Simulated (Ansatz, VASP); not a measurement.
**One calculation of P, two programs**

```
P
1.0
     0.00000    4.30014    4.30014
     4.30014    0.00000    4.30014
     4.30014    4.30014    0.00000
P
8
Direct
  0.86502 0.86502 0.86502
  0.86502 0.86502 0.40493
  0.86502 0.40493 0.86502
  0.40493 0.86502 0.86502
  0.13498 0.13498 0.59507
  0.13498 0.13498 0.13498
  0.13498 0.59507 0.13498
  0.59507 0.13498 0.13498
```

Alike in both runs: task relaxation of cell and atoms; functional PBE; k mesh 8 × 8 × 8; occupations gaussian, width 0.1 eV; no spin polarisation.

```csv
,VASP,Ansatz
version,VASP 6.6.1,Ansatz 0.2.0
potentials or method,"VASP PAW PBE potentials, release 64 (P), cutoff 500 eV","scalar-relativistic, plane waves, PAW"
valence electrons in the cell,40,40
```

Ansatz gave:

* gap on the k mesh at the Fermi level, each at its own relaxed structure (eV): none
* relaxed volume (Å³/atom): 20.05
* relaxed length of the cell vector where the two differ most in proportion (Å): 6.099

Task: Which values does VASP return?

Result: gap on the k mesh at the Fermi level, each at its own relaxed structure (eV): none; relaxed volume (Å³/atom): 20.12; relaxed length of the cell vector where the two differ most in proportion (Å): 6.106.

A gap of «none» marks a metal or a gap that the smearing closes.
